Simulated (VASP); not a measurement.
Wanted: the native input for a VASP 6.6.1 run.

```
Task                   : single point
Functional             : PBE
Potentials or basis    : VASP PAW PBE potentials, release 64 (Si, N, F)
Cutoff                 : 520 eV
k mesh                 : 6 × 6 × 6
Occupations            : gaussian, width 0.1 eV
Spin                   : collinear spin, ferromagnetic start
Starting moments       : [0.0, 0.0, 1.0, 1.0, 1.0] μB
Dipole correction      : no
Further INCAR settings : ALGO = Normal; EDIFF = 1e-06; NBANDS = 26
```

The structure of Si2NF2 lies in POSCAR:

```
Si2NF2
1.0
   -2.0909882129      2.0909882129      3.6147680583
    2.0909882129     -2.0909882129      3.6147680583
    2.0909882129      2.0909882129     -3.6147680583
Si N F
2 1 2
Direct
    0.2500000000      0.7500000000      0.5000000000
    0.7500000000      0.2500000000      0.5000000000
    0.0000000000      0.0000000000      0.0000000000
    0.6533525994      0.6533525994      0.0000000000
    0.3466474006      0.3466474006      0.0000000000
```

The cell was built from a structure type or drawn by symmetry, and may not be a known phase.

These files were run (other wordings do the same):

INCAR

```
  PREC = Accurate
  ENCUT = 520
  EDIFF = 1E-6
  ISMEAR = 0
  SIGMA = 0.1
  LREAL = F
  LASPH = T
  NELM = 150
  ALGO = Normal
  ISIF = 2
  LWAVE = F
  LCHARG = F
  ISPIN = 2
  MAGMOM = 0 0 1 1 1
  LORBIT = 11
  GGA = PE
  NBANDS = 26
```

KPOINTS

```
regular mesh
0
Gamma
  6 6 6
```

Potentials or basis: VASP PAW PBE potentials, release 64 (Si, N, F).

Run with:

```sh
$ cat potpaw_PBE.64/Si/POTCAR potpaw_PBE.64/N/POTCAR potpaw_PBE.64/F/POTCAR > POTCAR
$ mpirun -np 1 vasp_std > vasp.out
```

Results of the run:

```
Pressure                                              : -0.1 GPa
Largest force                                         : 0.009 eV/Å
Net moment                                            : 0.42 μB per cell
Site moments                                          : Si +0.02; N +0.25; F +0.01 μB
Valence electrons inside the program's atomic spheres : Si 1.39; N 3.38; F 6.07
```

Run time: 41 s on 1 thread of Intel(R) Xeon(R) 6975P-C (Granite Rapids), on a shared host, peak memory 0.27 GiB.
